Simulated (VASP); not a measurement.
## TePb: single point with PBEsol

TePb:

```xyz
2
Lattice="0.0000 3.2212 3.2212 3.2212 0.0000 3.2212 3.2212 3.2212 0.0000" Properties=species:S:1:pos:R:3 pbc="T T T"
Te    3.2212    3.2212    3.2212
Pb    0.0000    0.0000    0.0000
```

```json
{"Program": "VASP 6.6.1", "Task": "single point", "Functional": "PBEsol", "Potentials or basis": "VASP PAW PBE potentials, release 64 (Te, Pb_d)", "Cutoff": "500 eV", "k mesh": "5 × 5 × 5", "Occupations": "gaussian, width 0.01 eV", "Spin": "no spin polarisation", "Dipole correction": "no", "Further INCAR settings": "ALGO = Normal; EDIFF = 1e-06; NBANDS = 17"}
```

```
Pressure : 0.0 GPa
```

Levels at points of the mesh, in eV from the Fermi level:
```tsv
k point	band 7	band 8	band 9	band 10	band 11	band 12	band 13	band 14
(0.00, 0.00, 0.00)	-5.48	-1.26	-1.26	-1.26	4.18	4.18	4.18	5.85
```

Wall time 11 s on 1 thread of Intel(R) Xeon(R) Platinum 8375C CPU @ 2.90GHz (Ice Lake), with other jobs on the host, peak memory 0.2 GiB.

Caveat: this odd mesh misses L, where the gap lies, so gap, dielectric constants and Born charges aren't listed; the PAW data sets were made with another functional, which shifts forces and pressure a little; spin-orbit coupling is left out, which moves the levels of the heavy elements.
